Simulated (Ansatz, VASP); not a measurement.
## MgSe: VASP beside Ansatz

```xyz
2
Lattice="0.0000 2.7337 2.7337 2.7337 0.0000 2.7337 2.7337 2.7337 0.0000" Properties=species:S:1:pos:R:3 pbc="T T T"
Mg    0.0000    0.0000    0.0000
Se    2.7337    2.7337    2.7337
```

Alike in both runs: task single point; functional PBEsol; k mesh 4 × 4 × 4; occupations gaussian, width 0.1 eV; no spin polarisation.

```csv
,VASP,Ansatz
version,VASP 6.6.1,Ansatz 0.2.0
potentials or method,"VASP PAW PBE potentials, release 64 (Mg, Se), cutoff 600 eV","scalar-relativistic, plane waves, PAW"
valence electrons in the cell,8,26
```

VASP gave:

| Property | Result |
| --- | --- |
| gap on the k mesh at the Fermi level (eV) | 1.71 |
| least direct gap on the mesh (eV) | 2.42 |
| pressure (GPa) | -0.2 |

Estimate Ansatz's values.

gap on the k mesh at the Fermi level (eV): 1.73; least direct gap on the mesh (eV): 2.42; pressure (GPa): -0.2.

VASP's potentials were made for PBE, not for PBEsol. VASP's potentials hold 8 valence electrons a cell and Ansatz's 26, so a difference there can come from the potentials and not from the codes.

The k mesh is coarse, so the values compare programs but aren't converged.
